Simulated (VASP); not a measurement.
# HgTe (F-43m) in VASP: further runs

HgTe is run at these levels: LDA; tasks: vibrations by perturbation theory.

Program: VASP 6.6.1. These are calculated values, not measurements. Logs are shortened: lines on timing, memory, paths and dates and some standing lists are left out, and cuts for length are marked.

## (1) The cell of the first run

The structure is cubic, space group F-43m (No. 216). The conventional cell has a = 6.392 Å, b = 6.392 Å, c = 6.392 Å, α = 90.00°, β = 90.00°, γ = 90.00°. Within 3.6 Å of Hg (site symmetry -43m) lie 4 Te at 2.77 Å. Te (site symmetry -43m) has 4 Hg at 2.77 Å within 3.6 Å.

## (2) Vibrations by perturbation theory, LDA (32.64 Å³/atom)

Contents of INCAR:

```
SYSTEM = HgTe
PREC = Accurate ; ENCUT = 520
EDIFF = 1E-8 ; ISMEAR = -1
SIGMA = 0.1 ; LREAL = .FALSE.
LASPH = .TRUE. ; NELM = 80
ALGO = Normal ; ISIF = 2
LWAVE = .FALSE. ; LCHARG = .FALSE.
IBRION = 8 ; NSW = 1
```

Contents of KPOINTS:

```
Automatic mesh
0
G
  10 10 10
  0 0 0
```

Contents of POSCAR:

```
HgTe
1.0
    0.0000000000      3.1959205096      3.1959205096
    3.1959205096      0.0000000000      3.1959205096
    3.1959205096      3.1959205096      0.0000000000
Hg Te
1 1
Direct
    0.0000000000      0.0000000000      0.0000000000
    0.7500000000      0.7500000000      0.7500000000
```

Potentials or basis: VASP PAW LDA potentials, release 64 (Hg, Te).

The run is started by

```bash
cat potpaw_LDA.64/Hg/POTCAR potpaw_LDA.64/Te/POTCAR > POTCAR
mpirun -np 1 vasp_std > vasp.out
```

OUTCAR:

```text
SYSTEM = HgTe
   PREC = Accurate
   ENCUT = 520
   EDIFF = 1E-8
   ISMEAR = -1
   LREAL = .FALSE.
   LASPH = .TRUE.
   NELM = 80
   ISIF = 2
   IBRION = 8
   NSW = 1

 ion  position               nearest neighbor table
   1  0.000  0.000  0.000-   2 2.77   2 2.77   2 2.77   2 2.77
   2  0.750  0.750  0.750-   1 2.77   1 2.77   1 2.77   1 2.77

  LATTYP: Found a face centered cubic cell.
 ALAT       =     6.3918410192

  Lattice vectors:

 A1 = (   0.0000000000,   3.1959205096,   3.1959205096)
 A2 = (   3.1959205096,   0.0000000000,   3.1959205096)
 A3 = (   3.1959205096,   3.1959205096,   0.0000000000)

Analysis of symmetry for initial positions (statically):
=====================================================================
 Subroutine PRICEL returns:
 Original cell was already a primitive cell.

 Routine SETGRP: Setting up the symmetry group for a
 face centered cubic supercell.

 Subroutine GETGRP returns: Found 24 space group operations
 (whereof 24 operations were pure point group operations)
 out of a pool of 48 trial point group operations.

The static configuration has the point symmetry T_d .

Analysis of symmetry for dynamics (positions and initial velocities):
=====================================================================
 Subroutine PRICEL returns:
 Original cell was already a primitive cell.

 Routine SETGRP: Setting up the symmetry group for a
 face centered cubic supercell.

 Subroutine GETGRP returns: Found 24 space group operations
 (whereof 24 operations were pure point group operations)
 out of a pool of 48 trial point group operations.

The dynamic configuration has the point symmetry T_d .

 Subroutine INISYM returns: Found 24 space group operations
 (whereof 24 operations are pure point group operations),
 and found     1 'primitive' translations

----------------------------------------------------------------------------------------

                                     Primitive cell

  volume of cell :      65.2857

  direct lattice vectors                    reciprocal lattice vectors
     0.000000000  3.195920510  3.195920510    -0.156449448  0.156449448  0.156449448
     3.195920510  0.000000000  3.195920510     0.156449448 -0.156449448  0.156449448
     3.195920510  3.195920510  0.000000000     0.156449448  0.156449448 -0.156449448

  length of vectors
     4.519714129  4.519714129  4.519714129     0.270978393  0.270978393  0.270978393

  position of ions in fractional coordinates (direct lattice)
     0.000000000  0.000000000  0.000000000
     0.750000000  0.750000000  0.750000000

  ion indices of the primitive-cell ions
   primitive index   ion index
                 1           1
                 2           2

----------------------------------------------------------------------------------------

 KPOINTS: Automatic mesh

Automatic generation of k-mesh.
 Grid dimensions read from file:
 generate k-points for:   10   10   10

 Generating k-lattice:

  Cartesian coordinates                     Fractional coordinates (reciprocal lattice)
    -0.015644945  0.015644945  0.015644945     0.100000000  0.000000000  0.000000000
     0.015644945 -0.015644945  0.015644945     0.000000000  0.100000000  0.000000000
     0.015644945  0.015644945 -0.015644945     0.000000000  0.000000000  0.100000000

  Length of vectors
     0.027097839  0.027097839  0.027097839

  Shift w.r.t. Gamma in fractional coordinates (k-lattice)
     0.000000000  0.000000000  0.000000000

 Subroutine IBZKPT returns following result:
 ===========================================

 Found     47 irreducible k-points:

 Following reciprocal coordinates:
            Coordinates               Weight
  0.000000  0.000000  0.000000      1.000000
  0.100000  0.000000  0.000000      8.000000
  0.200000  0.000000  0.000000      8.000000
  0.300000  0.000000  0.000000      8.000000
  0.400000  0.000000  0.000000      8.000000
  0.500000  0.000000  0.000000      4.000000
[... 16 lines left out ...]
  0.300000  0.300000  0.000000      6.000000
  0.400000  0.300000  0.000000     24.000000
 [... further k-points ...]
   k-points           NKPTS =     47   k-points in BZ     NKDIM =     47   number of bands    NBANDS=     13
   number of dos      NEDOS =    301   number of ions     NIONS =      2
   total plane-waves  NPLWV =  46656
   dimension x,y,z NGX =    36 NGY =   36 NGZ =   36
   dimension x,y,z NGXF=    72 NGYF=   72 NGZF=   72
   ions per type =               1   1
   NGX,Y,Z   is equivalent  to a cutoff of  13.24, 13.24, 13.24 a.u.
   NGXF,Y,Z  is equivalent  to a cutoff of  26.48, 26.48, 26.48 a.u.
 SYSTEM =  HgTe
   PREC   = accura    normal or accurate (medium, high low for compatibility)
   ISTART =      0    job   : 0-new  1-cont  2-samecut
   ICHARG =      2    charge: 1-file 2-atom 10-const
   ISPIN  =      1    spin polarized calculation?
   LNONCOLLINEAR =      F non collinear calculations
   LSORBIT =      F    spin-orbit coupling
   LASPH  =      T    aspherical Exc in radial PAW
   ENCUT  =  520.0 eV  38.22 Ry    6.18 a.u.   8.40  8.40  8.40*2*pi/ulx,y,z
   NELM   =     80;   NELMIN=  2; NELMDL= -5     # of ELM steps
   EDIFF  = 0.1E-07   stopping-criterion for ELM
   LREAL  =      F    real-space projection
   EDIFFG = 0.1E-06   stopping-criterion for IOM
   NSW    =      1    number of steps for IOM
   IBRION =      8    ionic relax: 0-MD 1-quasi-New 2-CG
   NFREE  =      0    steps in history (QN), initial steepest desc. (CG)
   ISIF   =      2    stress and relaxation
   ISYM   =      2    0-nonsym 1-usesym 2-fastsym
   POTIM  = 0.5000    time-step for ionic-motion
   TEBEG  =    0.0;   TEEND  =   0.0 temperature during run
   PSTRESS=    0.0 pullay stress
   NELECT =      18.0000    total number of electrons
   NUPDOWN=      -1.0000    fix difference up-down
   EMIN   =  10.00;   EMAX   =-10.00  energy-range for DOS
   EFERMI =   0.00;   METHOD = LEGACY
   ISMEAR =    -1;   SIGMA  =   0.10  broadening in eV -4-tet -1-fermi 0-gaus
   EFERMI_NEDOS =   21; number of points for ismear=-14 and -15
   IALGO  =     38    algorithm
   IMIX   =      4    mixing-type and parameters
     AMIX     =   0.40;   BMIX     =  1.00
     AMIX_MAG =   1.60;   BMIX_MAG =  1.00
  volume/ion in A,a.u.               =      32.64       220.28
  Fermi-wavevector in a.u.,A,eV,Ry     =   1.065515  2.013532 15.447006  1.135323
  Thomas-Fermi vector in A             =   2.201069
   LORBIT       =      0    0 simple, 1 ext, 2 COOP (PROOUT), +10 PAW based schemes
   GGA     = CA    functional components
   LHFCALC =     F    Hartree Fock is set to
   AEXX    =    0.0000 exact exchange contribution
   IVDW    =     0    specifies the selected vdW correction
   LEPSILON=     F    determine dielectric tensor
   LRPA    =     F    only Hartree local field effects (RPA)
 non-spin polarized calculation
  energy-cutoff  :      520.00
  volume of cell :       65.29
 maximum number of plane-waves:      1807
 NGX is ok and might be reduce to    36
   NGX = 17   NGY = 17   NGZ = 17

--------------------------------------- Ionic step        1  -------------------------------------------

 number of electron      17.9999998 magnetization

 Free energy of the ion-electron system (eV)
  ---------------------------------------------------
  ext. energy  EPLUGINS =         0.00000000
  ---------------------------------------------------
  free energy    TOTEN  =        -5.03181400 eV

  energy without entropy =       -5.03002155  energy(sigma->0) =       -5.03091777

 E-fermi :   3.4628     XC(G=0):  -9.2481

 val. band max:        3.2721921170   @ k =   0.0000   0.0000   0.0000
 cond. band min:       3.7895213162   @ k =   0.1000   0.0000   0.0000
 fundamental gap:      0.5173291992
 Fermi energy:         3.4628475118

 k-point     1 :       0.0000    0.0000    0.0000
  band No.  band energies     occupation
      1      -9.0188      2.00000
      2      -4.3075      2.00000
      3      -4.3075      2.00000
      4      -4.3075      2.00000
      5      -3.7325      2.00000
      6      -3.7325      2.00000
      7       2.4875      1.99988
      8       3.2722      1.74126
      9       3.2722      1.74126
     10       3.2722      1.74126
     11       7.3681      0.00000
     12       7.3681      0.00000
     13       7.3681      0.00000
[... 354 lines left out ...]
  band No.  band energies     occupation
      1      -8.3633      2.00000
      2      -4.1645      2.00000
      3      -4.0360      2.00000
      4      -4.0112      2.00000
      5      -3.6824      2.00000
      6      -3.6408      2.00000
      7      -1.4251      2.00000
      8       1.0774      2.00000
      9       1.2818      2.00000
     10       5.2809      0.00000
     11       6.0762      0.00000
     12       9.6351      0.00000
     13      10.4444      0.00000

 [... further k-points ...]

------------------------ aborting loop because EDIFF is reached ----------------------------------------

  FORCE on cell =-STRESS in cart. coord.  units (eV):
  Direction    XX          YY          ZZ          XY          YZ          ZX
  --------------------------------------------------------------------------------------
  -------------------------------------------------------------------------------------
  Total        0.5327396      0.5327396      0.5327396     -0.0000000      0.0000000     -0.0000000
  in kB       13.0739752     13.0739752     13.0739752     -0.0000000      0.0000000     -0.0000000
  external PRESSURE =      13.0739752 kB  Pullay stress =       0.0000000 kB

 VOLUME and BASIS-vectors are now :
 -----------------------------------------------------------------------------
  energy-cutoff  :      520.00
  volume of cell :       65.29
      direct lattice vectors                 reciprocal lattice vectors
     0.000000000  3.195920510  3.195920510    -0.156449448  0.156449448  0.156449448
     3.195920510  0.000000000  3.195920510     0.156449448 -0.156449448  0.156449448
     3.195920510  3.195920510  0.000000000     0.156449448  0.156449448 -0.156449448

 POSITION                                       TOTAL-FORCE (eV/Angst)
 -----------------------------------------------------------------------------------
      0.00000      0.00000      0.00000         0.000000      0.000000      0.000000
      4.79388      4.79388      4.79388        -0.000000     -0.000000     -0.000000
 -----------------------------------------------------------------------------------
    total drift:                               -0.000000     -0.000000     -0.000000

  FREE ENERGIE OF THE ION-ELECTRON SYSTEM (eV)
  ---------------------------------------------------
  free  energy   TOTEN  =        -5.0318140019 eV

  energy  without entropy=       -5.0300215467  energy(sigma->0) =       -5.03091777

[... ionic steps 2 to 3 ...]

--------------------------------------- Ionic step        4  -------------------------------------------

------------------------ aborting loop because EDIFF is reached ----------------------------------------

[... ionic steps 5 to 6 ...]

--------------------------------------- Ionic step        7  -------------------------------------------

 Free energy of the ion-electron system (eV)
  ---------------------------------------------------
  ---------------------------------------------------
  free energy    TOTEN  =        -0.04855736 eV

  energy without entropy =       -0.04855736

------------------------ aborting loop because EDIFF is reached ----------------------------------------

 INTERNAL STRAIN TENSOR  FOR ION    2  DIRECTION 1   (eV/Angst):
 -----------------------------------------------------------------------------
     0.00218  0.00000  0.00000
     0.00000  0.00337  6.29186
     0.00000  6.29186  0.00337

 INTERNAL STRAIN TENSOR FOR ION    2 for displacements in x,y,z  (eV/Angst):
          X           Y           Z          XY          YZ          ZX
  --------------------------------------------------------------------------------
  x     0.00000     0.00000     0.00000     0.00000     6.29186     0.00000
  y     0.00000    -0.00000     0.00000     0.00000     0.00000     6.29186
  z     0.00000     0.00000     0.00000     6.29186     0.00000     0.00000

 SECOND DERIVATIVES (NOT SYMMETRIZED)
 ------------------------------------
               1X          1Y          1Z          2X          2Y          2Z
  1X    -4.397629    0.000000    0.000000    4.397629    0.000000    0.000000
  1Y     0.000000   -4.397629    0.000000    0.000000    4.397629    0.000000
  1Z     0.000000    0.000000   -4.397629    0.000000    0.000000    4.397629
  2X     4.401939    0.000000    0.000000   -4.401939    0.000000    0.000000
  2Y     0.000000    4.401939    0.000000    0.000000   -4.401939    0.000000
  2Z     0.000000    0.000000    4.401939    0.000000    0.000000   -4.401939

 Eigenvectors and eigenvalues of the dynamical matrix
 ----------------------------------------------------

   1 f  =    3.713409 THz    23.332036 2PiTHz  123.865988 cm-1    15.357418 meV
             X         Y         Z           dx          dy          dz
      0.000000  0.000000  0.000000     0.623351   -0.000000   -0.000000
      4.793881  4.793881  4.793881    -0.781942    0.000000    0.000000
[... 21 lines left out ...]
   6 f/i=    0.000887 THz     0.005571 2PiTHz    0.029573 cm-1     0.003667 meV
             X         Y         Z           dx          dy          dz
      0.000000  0.000000  0.000000    -0.661848    0.416402   -0.000000
      4.793881  4.793881  4.793881    -0.527614    0.331949    0.000000

--------------------------------------------------------------------------------------------------------

 ELASTIC MODULI CONTR FROM IONIC RELAXATION (kBar)
 Direction    XX          YY          ZZ          XY          YZ          ZX
 --------------------------------------------------------------------------------
 XX          -0.0000      0.0000      0.0000      0.0000     -0.0000     -0.0000
 YY           0.0000     -0.0000      0.0000      0.0000      0.0000      0.0000
 ZZ           0.0000      0.0000     -0.0000     -0.0000      0.0000     -0.0000
 XY           0.0000      0.0000     -0.0000   -232.6961      0.0000      0.0000
 YZ          -0.0000      0.0000      0.0000      0.0000   -232.6961      0.0000
 ZX          -0.0000      0.0000     -0.0000      0.0000      0.0000   -232.6961
 --------------------------------------------------------------------------------
```

Wall time 12 min (1 thread of Intel Xeon 8259CL, shared host); peak memory 0.48 GiB.

Results:

| Item | Value |
| --- | --- |
| Highest phonon frequency at Γ, LO-TO splitting left out | 124 cm⁻¹ |

Phonon frequencies in cm⁻¹ (negative: imaginary):
```csv
q point,frequencies
"(0.000, 0.000, 0.000)",0 0 0 124 124 124
```

Caveat: the cell stands under pressure or tension, which shifts response properties; spin-orbit coupling is left out, which moves the levels of the heavy elements.

(Part 1 of 2 ends here.)
